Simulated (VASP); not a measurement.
Write the native input for VASP 6.6.1 that does the following.

```
Task                   : single point
Functional             : PBEsol
Potentials or basis    : VASP PAW PBE potentials, release 64 (Se)
Cutoff                 : 520 eV
k mesh                 : 15 × 15 × 15
Occupations            : fermi-dirac, width 0.1 eV
Spin                   : no spin polarisation
Dipole correction      : no
Further INCAR settings : ALGO = Normal; EDIFF = 1e-06; NBANDS = 9
```

The structure of Se lies in POSCAR:

```
Se
1.0
   -1.7319119008      1.7319119008      1.7319119008
    1.7319119008     -1.7319119008      1.7319119008
    1.7319119008      1.7319119008     -1.7319119008
Se
1
Direct
    0.0000000000      0.0000000000      0.0000000000
```

This cell differs from its parent crystal: volume scaled by 1.08.

These files were run (other wordings do the same):

INCAR

```
  PREC = Accurate
  ENCUT = 520
  EDIFF = 1E-6
  ISMEAR = -1
  SIGMA = 0.1
  LREAL = F
  LASPH = T
  NELM = 80
  ALGO = Normal
  ISIF = 2
  LWAVE = F
  LCHARG = F
  GGA = PS
  NBANDS = 9
```

KPOINTS

```
regular mesh
0
Gamma
  15 15 15
```

Potentials or basis: VASP PAW PBE potentials, release 64 (Se).

Command:

```sh
$ cat potpaw_PBE.64/Se/POTCAR > POTCAR
$ mpirun -np 1 vasp_std > vasp.out
```

Results of the run:

The pressure is -5.1 GPa. The band gap on the k mesh is zero (band 3 reaches 7.99 eV, above the bottom of band 4 at 2.03 eV).

Caveat: the PAW data sets were made with another functional, which shifts forces and pressure a little.

Run time: 23 s on 1 thread of AMD EPYC 7R13, with other jobs on the host, peak memory 0.12 GiB.
